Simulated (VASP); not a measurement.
A run of VASP 6.6.1 is set up as follows.

Contents of INCAR:

```
PREC     = Accurate       # precision mode
ENCUT    = 520            # plane-wave cutoff, eV
EDIFF    = 1E-7           # SCF threshold, eV
ISMEAR   = -1             # smearing method
SIGMA    = 0.05           # smearing width, eV
LREAL    = F              # projectors in reciprocal space
LASPH    = T              # aspherical terms in the spheres
NELM     = 100            # most SCF steps
ALGO     = Normal         # electronic algorithm
ISIF     = 2              # what is computed and relaxed
LWAVE    = F              # write WAVECAR
LCHARG   = T              # write CHGCAR
GGA      = CA             # functional
LELF     = T              # ELF
LVHAR    = T            
NBANDS   = 18             # bands
```

Contents of KPOINTS:

```
Automatic mesh
0
Gamma
  11 11 5
```

File POSCAR:

```
Ta
1.0
    2.9572565550      0.0000000000      0.0000000000
   -1.4786282775      2.5610593022      0.0000000000
    0.0000000000      0.0000000000      5.2675992145
Ta
2
Direct
    0.3333333333      0.6666666667      0.2500000000
    0.6666666667      0.3333333333      0.7500000000
```

Potentials or basis: VASP PAW LDA potentials, release 64 (Ta_pv).

Command:

```bash
$ cat potpaw_LDA.64/Ta_pv/POTCAR > POTCAR
$ mpirun -np 1 vasp_std > vasp.out
```

Question: Predict the pressure.

Answer: -20.0 GPa.

Question: Predict the band gap on the k mesh.

Answer: Zero (band 11 reaches 5.84 eV, above the bottom of band 12 at 4.48 eV).

Stress tensor (GPa, compression positive):
```
-21.29   0.00   0.00
  0.00 -21.29   0.00
  0.00   0.00 -17.32
```

Caveat: spin-orbit coupling is left out, which moves the levels of the heavy elements.
